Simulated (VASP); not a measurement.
# P in VASP: notebook, part 2 of 2

VASP 6.6.1.

**3. Single point, PBE**

The input, INCAR:

```
PREC = Accurate
ENCUT = 520
EDIFF = 1E-6
ISMEAR = 1
SIGMA = 0.05
LREAL = F
LASPH = T
NELM = 60
ALGO = Normal
ISIF = 2
LWAVE = F
LCHARG = T
GGA = PE
LELF = T
LVHAR = T
NBANDS = 12
```

The input, KPOINTS:

```
Automatic mesh
0
Gamma
  7 7 7
```

The input, POSCAR:

```
P
1.0
    1.7257251780      0.9963478961      3.1296800121
   -1.7257251780      0.9963478961      3.1296800121
    0.0000000000     -1.9926957921      3.1296800121
P
2
Direct
    0.7636290000      0.7712140000      0.7633900000
    0.2219640000      0.2289910000      0.2268450000
```

Potentials or basis: VASP PAW PBE potentials, release 64 (P).

Command:

```console
cat potpaw_PBE.64/P/POTCAR > POTCAR
mpirun -np 1 vasp_std > vasp.out
```

OUTCAR:

```text
PREC = Accurate
   ENCUT = 520
   EDIFF = 1E-6
   ISMEAR = 1
   LREAL = F
   LASPH = T
   NELM = 60
   ISIF = 2
   GGA = PE

 ion  position               nearest neighbor table
   1  0.764  0.771  0.763-   2 2.31   2 2.32   2 2.33   2 2.78   2 2.78   2 2.79
   2  0.222  0.229  0.227-   1 2.31   1 2.32   1 2.33   1 2.78   1 2.78   1 2.79

  LATTYP: Found a trigonal (rhomboedric) cell.
 ALAT       =     3.7102201415
 COS(alpha) =     0.5673129383

  Lattice vectors:

 A1 = (   1.7257251780,   0.9963478961,   3.1296800121)
 A2 = (  -1.7257251780,   0.9963478961,   3.1296800121)
 A3 = (   0.0000000000,  -1.9926957921,   3.1296800121)

Analysis of symmetry for initial positions (statically):
=====================================================================
 Subroutine PRICEL returns:
 Original cell was already a primitive cell.

 Routine SETGRP: Setting up the symmetry group for a
 trigonal (rhombohedral) supercell.

 Subroutine GETGRP returns: Found  2 space group operations
 (whereof  1 operations were pure point group operations)
 out of a pool of 12 trial point group operations.

The static configuration has the point symmetry C_1 .
 The point group associated with its full space group is S_2 .

Analysis of symmetry for dynamics (positions and initial velocities):
=====================================================================
 Subroutine PRICEL returns:
 Original cell was already a primitive cell.

 Routine SETGRP: Setting up the symmetry group for a
 trigonal (rhombohedral) supercell.

 Subroutine GETGRP returns: Found  2 space group operations
 (whereof  1 operations were pure point group operations)
 out of a pool of 12 trial point group operations.

The dynamic configuration has the point symmetry C_1 .
 The point group associated with its full space group is S_2 .

 Subroutine INISYM returns: Found  2 space group operations
 (whereof  1 operations are pure point group operations),
 and found     1 'primitive' translations

----------------------------------------------------------------------------------------

                                     Primitive cell

  volume of cell :      32.2875

  direct lattice vectors                    reciprocal lattice vectors
     1.725725178  0.996347896  3.129680012     0.289733271  0.167277582  0.106507161
    -1.725725178  0.996347896  3.129680012    -0.289733271  0.167277582  0.106507161
     0.000000000 -1.992695792  3.129680012     0.000000000 -0.334555164  0.106507161

  length of vectors
     3.710220141  3.710220141  3.710220141     0.351099605  0.351099605  0.351099605

  position of ions in fractional coordinates (direct lattice)
     0.763629000  0.771214000  0.763390000
     0.221964000  0.228991000  0.226845000

  ion indices of the primitive-cell ions
   primitive index   ion index
                 1           1
                 2           2

----------------------------------------------------------------------------------------

 KPOINTS: Automatic mesh

Automatic generation of k-mesh.
 Grid dimensions read from file:
 generate k-points for:    7    7    7

 Generating k-lattice:

  Cartesian coordinates                     Fractional coordinates (reciprocal lattice)
     0.041390467  0.023896797  0.015215309     0.142857143 -0.000000000  0.000000000
    -0.041390467  0.023896797  0.015215309    -0.000000000  0.142857143  0.000000000
     0.000000000 -0.047793595  0.015215309     0.000000000  0.000000000  0.142857143

  Length of vectors
     0.050157086  0.050157086  0.050157086

  Shift w.r.t. Gamma in fractional coordinates (k-lattice)
     0.000000000  0.000000000  0.000000000

 Subroutine IBZKPT returns following result:
 ===========================================

 Found    172 irreducible k-points:

 Following reciprocal coordinates:
            Coordinates               Weight
  0.000000  0.000000  0.000000      1.000000
  0.142857  0.000000 -0.000000      2.000000
  0.000000  0.142857 -0.000000      2.000000
  0.000000  0.000000  0.142857      2.000000
  0.285714 -0.000000  0.000000      2.000000
 -0.000000  0.285714  0.000000      2.000000
[... 16 lines left out ...]
 -0.142857 -0.428571  0.000000      2.000000
  0.142857  0.000000  0.428571      2.000000
 [... further k-points ...]
   k-points           NKPTS =    172   k-points in BZ     NKDIM =    172   number of bands    NBANDS=     12
   number of dos      NEDOS =    301   number of ions     NIONS =      2
   total plane-waves  NPLWV =  21952
   dimension x,y,z NGX =    28 NGY =   28 NGZ =   28
   dimension x,y,z NGXF=    56 NGYF=   56 NGZF=   56
   ions per type =               2
   NGX,Y,Z   is equivalent  to a cutoff of  12.55, 12.55, 12.55 a.u.
   NGXF,Y,Z  is equivalent  to a cutoff of  25.09, 25.09, 25.09 a.u.
 SYSTEM =  unknown system
   PREC   = accura    normal or accurate (medium, high low for compatibility)
   ISTART =      0    job   : 0-new  1-cont  2-samecut
   ICHARG =      2    charge: 1-file 2-atom 10-const
   ISPIN  =      1    spin polarized calculation?
   LNONCOLLINEAR =      F non collinear calculations
   LSORBIT =      F    spin-orbit coupling
   LASPH  =      T    aspherical Exc in radial PAW
   ENCUT  =  520.0 eV  38.22 Ry    6.18 a.u.   6.90  6.90  6.90*2*pi/ulx,y,z
   NELM   =     60;   NELMIN=  2; NELMDL= -5     # of ELM steps
   EDIFF  = 0.1E-05   stopping-criterion for ELM
   LREAL  =      F    real-space projection
   EDIFFG = 0.1E-04   stopping-criterion for IOM
   NSW    =      0    number of steps for IOM
   IBRION =     -1    ionic relax: 0-MD 1-quasi-New 2-CG
   NFREE  =      0    steps in history (QN), initial steepest desc. (CG)
   ISIF   =      2    stress and relaxation
   ISYM   =      2    0-nonsym 1-usesym 2-fastsym
   POTIM  = 0.5000    time-step for ionic-motion
   TEBEG  =    0.0;   TEEND  =   0.0 temperature during run
   PSTRESS=    0.0 pullay stress
   NELECT =      10.0000    total number of electrons
   NUPDOWN=      -1.0000    fix difference up-down
   EMIN   =  10.00;   EMAX   =-10.00  energy-range for DOS
   EFERMI =   0.00;   METHOD = LEGACY
   ISMEAR =     1;   SIGMA  =   0.05  broadening in eV -4-tet -1-fermi 0-gaus
   EFERMI_NEDOS =   21; number of points for ismear=-14 and -15
   IALGO  =     38    algorithm
   IMIX   =      4    mixing-type and parameters
     AMIX     =   0.40;   BMIX     =  1.00
     AMIX_MAG =   1.60;   BMIX_MAG =  1.00
  volume/ion in A,a.u.               =      16.14       108.94
  Fermi-wavevector in a.u.,A,eV,Ry     =   1.107636  2.093128 16.692396  1.226857
  Thomas-Fermi vector in A             =   2.244152
   LORBIT       =      0    0 simple, 1 ext, 2 COOP (PROOUT), +10 PAW based schemes
   GGA     = PE    functional components
   LHFCALC =     F    Hartree Fock is set to
   AEXX    =    0.0000 exact exchange contribution
   IVDW    =     0    specifies the selected vdW correction
   LEPSILON=     F    determine dielectric tensor
   LRPA    =     F    only Hartree local field effects (RPA)
 non-spin polarized calculation
 Methfessel and Paxton  Order N= 1 SIGMA  =   0.05
  energy-cutoff  :      520.00
  volume of cell :       32.29
 maximum number of plane-waves:       887
   NGX = 13   NGY = 13   NGZ = 13

 number of electron      10.0000000 magnetization

 Free energy of the ion-electron system (eV)
  ---------------------------------------------------
  ext. energy  EPLUGINS =         0.00000000
  ---------------------------------------------------
  free energy    TOTEN  =       -10.65675533 eV

  energy without entropy =      -10.65694420  energy(sigma->0) =      -10.65681829

 E-fermi :   8.9794     XC(G=0): -10.7692

 val. band max:        8.9233809318   @ k =   0.4286   0.4286   0.4286
 cond. band min:       9.0114201732   @ k =  -0.1429   0.2857  -0.0000
 fundamental gap:      0.0880392414
 Fermi energy:         8.9794148518

 k-point     1 :       0.0000    0.0000    0.0000
  band No.  band energies     occupation
      1      -7.4767      2.00000
      2       5.3083      2.00000
      3       5.6477      2.00000
      4       6.2028      2.00000
      5       6.2677      2.00000
      6      10.6065      0.00000
      7      11.7305      0.00000
      8      11.8426      0.00000
      9      14.5735      0.00000
     10      14.6643      0.00000
     11      15.6918      0.00000
     12      15.9124      0.00000
[... 331 lines left out ...]
 k-point    24 :       0.1429    0.0000    0.4286
  band No.  band energies     occupation
      1      -4.9809      2.00000
      2      -1.1409      2.00000
      3       3.9989      2.00000
      4       4.8084      2.00000
      5       6.5863      2.00000
      6      10.4541      0.00000
      7      10.9318      0.00000
      8      11.5612      0.00000
      9      14.6987      0.00000
     10      17.7440      0.00000
     11      19.8554      0.00000
     12      20.4712      0.00000

 [... further k-points ...]
[... 5 lines left out ...]
  --------------------------------------------------------------------------------------
  -------------------------------------------------------------------------------------
  Total        0.0885871      0.0763697     -0.5373803     -0.0008040      0.0229485     -0.0025974
  in kB        4.3958967      3.7896370    -26.6660362     -0.0398954      1.1387560     -0.1288883
  external PRESSURE =      -6.1601675 kB  Pullay stress =       0.0000000 kB

 VOLUME and BASIS-vectors are now :
 -----------------------------------------------------------------------------
  energy-cutoff  :      520.00
  volume of cell :       32.29
      direct lattice vectors                 reciprocal lattice vectors
     1.725725178  0.996347896  3.129680012     0.289733271  0.167277582  0.106507161
    -1.725725178  0.996347896  3.129680012    -0.289733271  0.167277582  0.106507161
     0.000000000 -1.992695792  3.129680012     0.000000000 -0.334555164  0.106507161

 POSITION                                       TOTAL-FORCE (eV/Angst)
 -----------------------------------------------------------------------------------
     -0.01309      0.00803      7.19273         0.003591     -0.040333      0.329629
     -0.01213     -0.00273      2.12130        -0.003591      0.040333     -0.329629
 -----------------------------------------------------------------------------------
    total drift:                               -0.000001      0.000000      0.000001

  FREE ENERGIE OF THE ION-ELECTRON SYSTEM (eV)
  ---------------------------------------------------
  free  energy   TOTEN  =       -10.6567553333 eV

  energy  without entropy=      -10.6569441975  energy(sigma->0) =      -10.65681829
```

stdout:

```text
POSCAR found type information on POSCAR P
 POSCAR found :  1 types and       2 ions
 scaLAPACK will be used
 LDA part: xc-table for (Slater+PW92), standard interpolation
 POSCAR, INCAR and KPOINTS ok, starting setup
 FFT: planning ... GRIDC
 FFT: planning ... GRID_SOFT
 FFT: planning ... GRID
 WAVECAR not read
 entering main loop
```

Wall time 34 s (1 thread of Intel Xeon 6975P-C (Granite Rapids), shared host); peak memory 0.18 GiB.

Results:

* Free energy: -10.6568 eV
* Pressure: -0.6 GPa
* Largest force: 0.332 eV/Å
* Band gap on the k mesh: zero (band 5 reaches 9.20 eV, above the bottom of band 6 at 8.82 eV)

Forces on the atoms (eV/Å):
```
P    0.004 -0.040  0.330
P   -0.004  0.040 -0.330
```

Levels at points of the mesh, in eV from the Fermi level:
```
           k point  band 2  band 3  band 4  band 5  band 6  band 7  band 8  band 9
(0.00, 0.00, 0.00)   -3.67   -3.33   -2.78   -2.71    1.63    2.75    2.86    5.59
```

**4. Single point, PBE**

The input, INCAR:

```
ALGO = Normal
EDIFF = 1E-6
ENCUT = 520
GGA = PE
ISIF = 2
ISMEAR = 1
LASPH = T
LCHARG = T
LELF = T
LREAL = F
LVHAR = T
LWAVE = F
NBANDS = 12
NELM = 100
PREC = Accurate
SIGMA = 0.025
```

The input, KPOINTS:

```
k-points
0
Gamma
  7 7 7
```

POSCAR is that of step 3.

Command:

```console
cat potpaw_PBE.64/P/POTCAR > POTCAR
mpirun -np 1 vasp_std > vasp.out
```

Run time: 30 s. Hardware: 1 thread of Intel Xeon 6975P-C (Granite Rapids), shared host; peak memory 0.18 GiB.

Results (log left out):

- Free energy: -10.6569 eV
- Pressure: -0.6 GPa
- Largest force: 0.333 eV/Å
- Band gap on the k mesh: zero (band 5 reaches 9.20 eV, above the bottom of band 6 at 8.83 eV)

Forces on the atoms (eV/Å):
```
P    0.004 -0.042  0.331
P   -0.004  0.042 -0.331
```

Stress tensor (GPa, compression positive):
```
 0.48 -0.01 -0.01
-0.01  0.37  0.16
-0.01  0.16 -2.66
```

Levels at points of the mesh, in eV from the Fermi level:
| k point | band 2 | band 3 | band 4 | band 5 | band 6 | band 7 | band 8 | band 9 |
| --- | --- | --- | --- | --- | --- | --- | --- | --- |
| (0.00, 0.00, 0.00) | -3.64 | -3.30 | -2.74 | -2.68 | 1.66 | 2.79 | 2.90 | 5.63 |

**5. Summary**

```tsv
level	k mesh	smearing	gap on the mesh (eV)	pressure (GPa)	largest force (eV/Å)
r2SCAN	8 × 8 × 8	methfessel-paxton 0.1 eV	none	0.4	0.08
PBE	7 × 7 × 7	methfessel-paxton 0.05 eV	none	-0.6	0.33
PBE	7 × 7 × 7	methfessel-paxton 0.025 eV	none	-0.6	0.33
```

Some of these runs hold the atoms at other places in the same cell, which the table doesn't show; runs alike in all that it shows share one row.

Alike in all rows: task single point; potentials or basis VASP PAW PBE potentials, release 64 (P); no spin polarisation; cell as given; cutoff (eV) 520.

Every run on the cell as given and a fine mesh finds a metal. The pressure there spans -0.6 GPa (PBE) to 0.4 GPa (r2SCAN); a positive pressure means that this level wants a larger cell, a negative one a smaller.

Caveats: the PAW data sets were made with another functional, which shifts forces and pressure a little (some runs).

Total energies depend on the potentials used, so only differences within one code and one set of settings carry meaning.
